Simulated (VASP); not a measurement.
Here is a VASP 6.6.1 calculation.

File POSCAR:

```
CdS
1.0
    4.2142784677      0.0000000000      0.0000000000
   -2.1071392338      3.6496722116      0.0000000000
    0.0000000000      0.0000000000      6.8462411673
Cd S
2 2
Direct
    0.3333333333      0.6666666667     -0.0010051351
    0.6666666667      0.3333333333      0.4989948649
    0.3333333333      0.6666666667      0.3760051351
    0.6666666667      0.3333333333      0.8760051351
```

Contents of INCAR.step1:

```
SYSTEM = CdS
PREC = Accurate
ENCUT = 520
ISMEAR = 0
SIGMA = 0.01
LREAL = .FALSE.
LASPH = .TRUE.
NELM = 80
NBANDS = 26
GGA = PE
ALGO = Normal
EDIFF = 1E-4
LWAVE = .TRUE.
LCHARG = .FALSE.
```

File INCAR.step2:

```
SYSTEM = CdS
PREC = Accurate
ENCUT = 520
EDIFF = 1E-7
ISMEAR = 0
SIGMA = 0.01
LREAL = .FALSE.
LASPH = .TRUE.
NELM = 80
ALGO = Normal
ISIF = 2
LWAVE = .FALSE.
LCHARG = .TRUE.
METAGGA = R2SCAN
LMIXTAU = .TRUE.
LELF = .TRUE.
LVHAR = .TRUE.
NBANDS = 26
ISTART = 1
```

File KPOINTS:

```
regular mesh
0
G
  6 6 4
  0 0 0
```

Potentials or basis: VASP PAW PBE potentials, release 64 (Cd, S).

Launch:

```sh
$ cat potpaw_PBE.64/Cd/POTCAR potpaw_PBE.64/S/POTCAR > POTCAR
$ cp INCAR.step1 INCAR
$ mpirun -np 1 vasp_std > vasp.out
$ cp INCAR.step2 INCAR
$ mpirun -np 1 vasp_std > vasp.out
```

Question: What does it give for the pressure?

Answer: -1.7 GPa.

Question: Predict the band gap on the k mesh.

Answer: 1.54 eV, direct.

Caveat: the PAW data sets were made with another functional, which shifts forces and pressure a little. r2SCAN opens gaps a little over a GGA but as a rule still falls short of measured ones.
